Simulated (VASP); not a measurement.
# SiC (scan) (P6_3mc) in VASP: further runs, part 3 of 3

VASP 6.6.1. Earlier steps stand in the parts before.

### 5 Single point, r2SCAN

Contents of POSCAR:

```
SiC
1.0
    3.0754984732      0.0000000000      0.0000000000
   -1.5377492366      2.6634598071      0.0000000000
    0.0000000000      0.0000000000      5.0485506836
Si C
2 2
Direct
    0.3333333333      0.6666666667     -0.0190294206
    0.6666666667      0.3333333333      0.4809705794
    0.3333333333      0.6666666667      0.3940294206
    0.6666666667      0.3333333333      0.8940294206
```

Contents of INCAR.step1:

```
PREC     = Accurate       # precision mode
ENCUT    = 520            # plane-wave cutoff, eV
ISMEAR   = 0              # smearing method
SIGMA    = 0.01           # smearing width, eV
LREAL    = F              # projectors in reciprocal space
LASPH    = T              # aspherical terms in the spheres
NELM     = 100            # most SCF steps
NBANDS   = 16             # bands
GGA      = PE             # functional
ALGO     = Normal         # electronic algorithm
EDIFF    = 1E-4           # SCF threshold, eV
LWAVE    = T              # write WAVECAR
LCHARG   = F              # write CHGCAR
```

Contents of INCAR.step2:

```
PREC     = Accurate       # precision mode
ENCUT    = 520            # plane-wave cutoff, eV
EDIFF    = 1E-7           # SCF threshold, eV
ISMEAR   = 0              # smearing method
SIGMA    = 0.01           # smearing width, eV
LREAL    = F              # projectors in reciprocal space
LASPH    = T              # aspherical terms in the spheres
NELM     = 100            # most SCF steps
ALGO     = Normal         # electronic algorithm
ISIF     = 2              # what is computed and relaxed
LWAVE    = F              # write WAVECAR
LCHARG   = T              # write CHGCAR
METAGGA  = R2SCAN         # meta-GGA
LMIXTAU  = T            
LELF     = T              # ELF
LVHAR    = T            
NBANDS   = 16             # bands
ISTART   = 1
```

Contents of KPOINTS:

```
regular mesh
0
Gamma
  9 9 6
```

Potentials or basis: VASP PAW PBE potentials, release 64 (Si, C).

On the command line:

```bash
> cat potpaw_PBE.64/Si/POTCAR potpaw_PBE.64/C/POTCAR > POTCAR
> cp INCAR.step1 INCAR
> mpirun -np 1 vasp_std > vasp.out
> cp INCAR.step2 INCAR
> mpirun -np 1 vasp_std > vasp.out
```

OUTCAR:

```text
PREC = Accurate
   ENCUT = 520
   EDIFF = 1E-7
   ISMEAR = 0
   LREAL = F
   LASPH = T
   NELM = 100
   ISIF = 2
   METAGGA = R2SCAN
   ISTART = 1

 ion  position               nearest neighbor table
   1  0.333  0.667  0.981-   4 1.83   4 1.83   4 1.83   3 2.09   2 3.09   2 3.09   2 3.09   2 3.09
                             2 3.09   2 3.09
   2  0.667  0.333  0.481-   3 1.83   3 1.83   3 1.83   4 2.09   1 3.09   1 3.09   1 3.09   1 3.09
                             1 3.09   1 3.09
   3  0.333  0.667  0.394-   2 1.83   2 1.83   2 1.83   1 2.09
   4  0.667  0.333  0.894-   1 1.83   1 1.83   1 1.83   2 2.09

  LATTYP: Found a hexagonal cell.
 ALAT       =     3.0754984732
 C/A-ratio  =     1.6415389985

  Lattice vectors:

 A1 = (   3.0754984732,   0.0000000000,   0.0000000000)
 A2 = (  -1.5377492366,   2.6634598071,   0.0000000000)
 A3 = (   0.0000000000,   0.0000000000,   5.0485506836)

Analysis of symmetry for initial positions (statically):
=====================================================================
 Subroutine PRICEL returns:
 Original cell was already a primitive cell.

 Routine SETGRP: Setting up the symmetry group for a
 hexagonal supercell.

 Subroutine GETGRP returns: Found 12 space group operations
 (whereof  6 operations were pure point group operations)
 out of a pool of 24 trial point group operations.

The static configuration has the point symmetry C_3v.
 The point group associated with its full space group is C_6v.

Analysis of symmetry for dynamics (positions and initial velocities):
=====================================================================
 Subroutine PRICEL returns:
 Original cell was already a primitive cell.

 Routine SETGRP: Setting up the symmetry group for a
 hexagonal supercell.

 Subroutine GETGRP returns: Found 12 space group operations
 (whereof  6 operations were pure point group operations)
 out of a pool of 24 trial point group operations.

The dynamic configuration has the point symmetry C_3v.
 The point group associated with its full space group is C_6v.

 Subroutine INISYM returns: Found 12 space group operations
 (whereof  6 operations are pure point group operations),
[... 119 lines left out ...]
     AMIX     =   0.40;   BMIX     =  1.00
     AMIX_MAG =   1.60;   BMIX_MAG =  1.00
  volume/ion in A,a.u.               =      10.34        69.77
  Fermi-wavevector in a.u.,A,eV,Ry     =   1.192904  2.254261 19.361350  1.423019
  Thomas-Fermi vector in A             =   2.328931
   LORBIT       =      0    0 simple, 1 ext, 2 COOP (PROOUT), +10 PAW based schemes
   METAGGA = R2SCAN    functional components
   LHFCALC =     F    Hartree Fock is set to
   AEXX    =    0.0000 exact exchange contribution
   IVDW    =     0    specifies the selected vdW correction
   LEPSILON=     F    determine dielectric tensor
   LRPA    =     F    only Hartree local field effects (RPA)
 non-spin polarized calculation
 Gauss-broadening in eV      SIGMA  =   0.01
  energy-cutoff  :      520.00
  volume of cell :       41.36
 maximum number of plane-waves:      1125
 NGX is ok and might be reduce to    24
   NGX = 11   NGY = 11   NGZ = 19

 number of electron      15.9999999 magnetization

 Free energy of the ion-electron system (eV)
  ---------------------------------------------------
  ext. energy  EPLUGINS =         0.00000000
  ---------------------------------------------------
  free energy    TOTEN  =       -38.14869088 eV

  energy without entropy =      -38.14869088  energy(sigma->0) =      -38.14869088

 E-fermi :   9.1332     XC(G=0): -11.9259

 val. band max:        9.0526273684   @ k =   0.0000   0.0000   0.0000
 cond. band min:      11.3016931925   @ k =   0.4444   0.0000   0.0000
 fundamental gap:      2.2490658241
 Fermi energy:         9.1331656123

 k-point     1 :       0.0000    0.0000    0.0000
  band No.  band energies     occupation
      1      -8.2489      2.00000
      2      -4.8476      2.00000
      3      -0.2732      2.00000
      4       6.3659      2.00000
      5       6.3659      2.00000
      6       7.6119      2.00000
[... 433 lines left out ...]
      3       0.9077      2.00000
      4       0.9077      2.00000
      5       1.1007      2.00000
      6       3.3527      2.00000
[... 8 lines left out ...]
     15      20.3971      0.00000
     16      21.3655      0.00000

 [... further k-points ...]
[... 5 lines left out ...]
  --------------------------------------------------------------------------------------
  -------------------------------------------------------------------------------------
  Total        1.7340210      1.7340210     -1.3361877      0.0000000      0.0000000      0.0000000
  in kB       67.1794676     67.1794676    -51.7666031      0.0000000      0.0000000      0.0000000
  external PRESSURE =      27.5307774 kB  Pullay stress =       0.0000000 kB

 VOLUME and BASIS-vectors are now :
 -----------------------------------------------------------------------------
  energy-cutoff  :      520.00
  volume of cell :       41.36
      direct lattice vectors                 reciprocal lattice vectors
     3.075498473  0.000000000  0.000000000     0.325150543  0.187725754  0.000000000
    -1.537749237  2.663459807  0.000000000     0.000000000  0.375451508  0.000000000
     0.000000000  0.000000000  5.048550684     0.000000000  0.000000000  0.198076649

 POSITION                                       TOTAL-FORCE (eV/Angst)
 -----------------------------------------------------------------------------------
     -0.00000      1.77564      4.95248        -0.000000     -0.000000      2.193530
      1.53775      0.88782      2.42820        -0.000000      0.000000      2.193530
     -0.00000      1.77564      1.98928         0.000000     -0.000000     -2.193530
      1.53775      0.88782      4.51355         0.000000     -0.000000     -2.193530
 -----------------------------------------------------------------------------------
    total drift:                               -0.000000     -0.000000     -0.000299

  FREE ENERGIE OF THE ION-ELECTRON SYSTEM (eV)
  ---------------------------------------------------
  free  energy   TOTEN  =       -38.1486908820 eV

  energy  without entropy=      -38.1486908820  energy(sigma->0) =      -38.14869088
```

OSZICAR.step1:

```text
N       E                     dE             d eps       ncg     rms          rms(c)
DAV:   1     0.263082559477E+02    0.26308E+02   -0.72372E+03  1536   0.902E+02
DAV:   2    -0.309511169434E+02   -0.57259E+02   -0.52612E+02  2144   0.157E+02
DAV:   3    -0.335323964002E+02   -0.25813E+01   -0.25699E+01  2056   0.310E+01
DAV:   4    -0.335515910203E+02   -0.19195E-01   -0.19193E-01  1808   0.327E+00
DAV:   5    -0.335517766588E+02   -0.18564E-03   -0.18564E-03  2040   0.306E-01    0.128E+01
DAV:   6    -0.297206676304E+02    0.38311E+01   -0.67901E+00  1944   0.161E+01    0.573E+00
DAV:   7    -0.296463503763E+02    0.74317E-01   -0.11692E+00  2176   0.633E+00    0.253E+00
DAV:   8    -0.296291036199E+02    0.17247E-01   -0.50534E-02  1720   0.144E+00    0.643E-01
DAV:   9    -0.296275636469E+02    0.15400E-02   -0.80260E-03  2008   0.609E-01    0.125E-01
DAV:  10    -0.296279045340E+02   -0.34089E-03   -0.10573E-03  1848   0.192E-01    0.598E-02
DAV:  11    -0.296279413569E+02   -0.36823E-04   -0.75907E-05  1336   0.671E-02
   1 F= -.29627941E+02 E0= -.29627941E+02  d E =-.151309E-45
```

It took 1.7 min on 1 thread of Intel Xeon 6975P-C (Granite Rapids), shared host; peak memory 0.17 GiB.

What came out:

- Free energy: -38.1487 eV
- Pressure: 2.8 GPa
- Largest force: 2.194 eV/Å
- Band gap on the k mesh: 2.25 eV, indirect (least direct gap 4.38 eV)

Forces on the atoms (eV/Å):
```
Si   0.000  0.000  2.194
Si   0.000  0.000  2.194
C    0.000  0.000 -2.194
C    0.000  0.000 -2.194
```

Stress tensor (GPa, compression positive):
```
 6.72  0.00  0.00
 0.00  6.72  0.00
 0.00  0.00 -5.18
```

Levels at points of the mesh, in eV from the valence-band top:
```tsv
k point	band 5	band 6	band 7	band 8	band 9	band 10	band 11	band 12
(0.00, 0.00, 0.00)	-2.69	-1.44	-1.44	0.00	4.38	5.61	6.24	6.24
(0.00, 0.00, 0.50)	-2.11	-2.11	-2.11	-2.11	5.49	5.49	6.86	6.86
```

Caveat: the PAW data sets were made with another functional, which shifts forces and pressure a little.

### 6 Single point, r2SCAN

Contents of POSCAR:

```
SiC
1.0
    3.0754984732      0.0000000000      0.0000000000
   -1.5377492366      2.6634598071      0.0000000000
    0.0000000000      0.0000000000      5.0485506836
Si C
2 2
Direct
    0.3333333333      0.6666666667     -0.0283445448
    0.6666666667      0.3333333333      0.4716554552
    0.3333333333      0.6666666667      0.4033445448
    0.6666666667      0.3333333333      0.9033445448
```

Contents of INCAR.step1:

```
PREC     = Accurate       # precision mode
ENCUT    = 520            # plane-wave cutoff, eV
ISMEAR   = 0              # smearing method
SIGMA    = 0.01           # smearing width, eV
LREAL    = False          # projectors in reciprocal space
LASPH    = True           # aspherical terms in the spheres
NELM     = 100            # most SCF steps
NBANDS   = 16             # bands
GGA      = PE             # functional
ALGO     = Normal         # electronic algorithm
EDIFF    = 1E-4           # SCF threshold, eV
LWAVE    = True           # write WAVECAR
LCHARG   = False          # write CHGCAR
```

Contents of INCAR.step2:

```
PREC     = Accurate       # precision mode
ENCUT    = 520            # plane-wave cutoff, eV
EDIFF    = 1E-7           # SCF threshold, eV
ISMEAR   = 0              # smearing method
SIGMA    = 0.01           # smearing width, eV
LREAL    = False          # projectors in reciprocal space
LASPH    = True           # aspherical terms in the spheres
NELM     = 100            # most SCF steps
ALGO     = Normal         # electronic algorithm
ISIF     = 2              # what is computed and relaxed
LWAVE    = False          # write WAVECAR
LCHARG   = False          # write CHGCAR
METAGGA  = R2SCAN         # meta-GGA
LMIXTAU  = True         
NBANDS   = 16             # bands
ISTART   = 1
```

KPOINTS is that of step 5.

Potentials or basis: VASP PAW PBE potentials, release 64 (Si, C).

On the command line:

```bash
> cat potpaw_PBE.64/Si/POTCAR potpaw_PBE.64/C/POTCAR > POTCAR
> cp INCAR.step1 INCAR
> mpirun -np 1 vasp_std > vasp.out
> cp INCAR.step2 INCAR
> mpirun -np 1 vasp_std > vasp.out
```

OUTCAR:

```text
PREC = Accurate
   ENCUT = 520
   EDIFF = 1E-7
   ISMEAR = 0
   LREAL = False
   LASPH = True
   NELM = 100
   ISIF = 2
   METAGGA = R2SCAN
   ISTART = 1

 ion  position               nearest neighbor table
   1  0.333  0.667  0.972-   4 1.81   4 1.81   4 1.81   3 2.18   2 3.09   2 3.09   2 3.09   2 3.09
                             2 3.09   2 3.09
   2  0.667  0.333  0.472-   3 1.81   3 1.81   3 1.81   4 2.18   1 3.09   1 3.09   1 3.09   1 3.09
                             1 3.09   1 3.09
   3  0.333  0.667  0.403-   2 1.81   2 1.81   2 1.81   1 2.18
[... 656 lines left out ...]
 [... further k-points ...]
[... 5 lines left out ...]
  --------------------------------------------------------------------------------------
  -------------------------------------------------------------------------------------
  Total        2.5174105      2.5174105     -1.0083518      0.0000000      0.0000000      0.0000000
  in kB       97.5295526     97.5295526    -39.0655787      0.0000000      0.0000000      0.0000000
  external PRESSURE =      51.9978422 kB  Pullay stress =       0.0000000 kB

 VOLUME and BASIS-vectors are now :
 -----------------------------------------------------------------------------
  energy-cutoff  :      520.00
  volume of cell :       41.36
      direct lattice vectors                 reciprocal lattice vectors
     3.075498473  0.000000000  0.000000000     0.325150543  0.187725754  0.000000000
    -1.537749237  2.663459807  0.000000000     0.000000000  0.375451508  0.000000000
     0.000000000  0.000000000  5.048550684     0.000000000  0.000000000  0.198076649

 POSITION                                       TOTAL-FORCE (eV/Angst)
 -----------------------------------------------------------------------------------
     -0.00000      1.77564      4.90545         0.000000     -0.000000      2.447859
      1.53775      0.88782      2.38118        -0.000000      0.000000      2.447859
     -0.00000      1.77564      2.03631         0.000000     -0.000000     -2.447859
      1.53775      0.88782      4.56058        -0.000000      0.000000     -2.447859
 -----------------------------------------------------------------------------------
    total drift:                               -0.000000     -0.000000      0.002106

  FREE ENERGIE OF THE ION-ELECTRON SYSTEM (eV)
  ---------------------------------------------------
  free  energy   TOTEN  =       -37.7042660639 eV

  energy  without entropy=      -37.7042660639  energy(sigma->0) =      -37.70426606
```

Run time: 1.8 min. Hardware: 1 thread of Intel Xeon 6975P-C (Granite Rapids), shared host; peak memory 0.17 GiB.

What came out:

| Item | Value |
| --- | --- |
| Free energy | -37.7043 eV |
| Pressure | 5.2 GPa |
| Largest force | 2.448 eV/Å |
| Band gap on the k mesh | 1.80 eV, indirect (least direct gap 3.96 eV) |

Forces on the atoms (eV/Å):
```
Si   0.000  0.000  2.448
Si   0.000  0.000  2.448
C    0.000  0.000 -2.448
C    0.000  0.000 -2.448
```

Levels at points of the mesh, in eV from the valence-band top:
```
           k point  band 5  band 6  band 7  band 8  band 9  band 10  band 11  band 12
(0.00, 0.00, 0.00)   -3.25   -2.06   -2.06    0.00    3.96     5.09     5.82     5.82
(0.00, 0.00, 0.50)   -2.69   -2.69   -2.69   -2.69    5.09     5.09     6.42     6.42
```

Caveat: the PAW data sets were made with another functional, which shifts forces and pressure a little.
